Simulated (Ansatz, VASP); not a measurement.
# Cu in VASP and in Ansatz

```
Cu
1.0
    -1.52388    1.52388    1.42946
     1.52388   -1.52388    1.42946
     1.52388    1.52388   -1.42946
Cu
1
Direct
  0.00000 0.00000 0.00000
```

Alike in both runs: task single point; functional PBE; k mesh 24 × 24 × 24; occupations gaussian, width 0.15 eV; no spin polarisation.

|  | VASP | Ansatz |
| --- | --- | --- |
| version | VASP 6.6.1 | Ansatz 0.2.0 |
| potentials or method | VASP PAW PBE potentials, release 64 (Cu), cutoff 520 eV | scalar-relativistic, plane waves, PAW |
| valence electrons in the cell | 11 | 19 |

VASP gave:

- gap on the k mesh at the Fermi level (eV): none
- pressure (GPa): -10.2
- traceless stress, the component that is largest in VASP (GPa): -0.29

Task: Estimate Ansatz's values.

Result: gap on the k mesh at the Fermi level (eV): none; pressure (GPa): -10.8; traceless stress, the component that is largest in VASP (GPa): -0.29.

A gap of «none» marks a metal or a gap that the smearing closes. The functional is the same, so the differences come from potentials, cutoffs and numerics. VASP's potentials hold 11 valence electrons a cell and Ansatz's 19, so a difference there can come from the potentials and not from the codes.
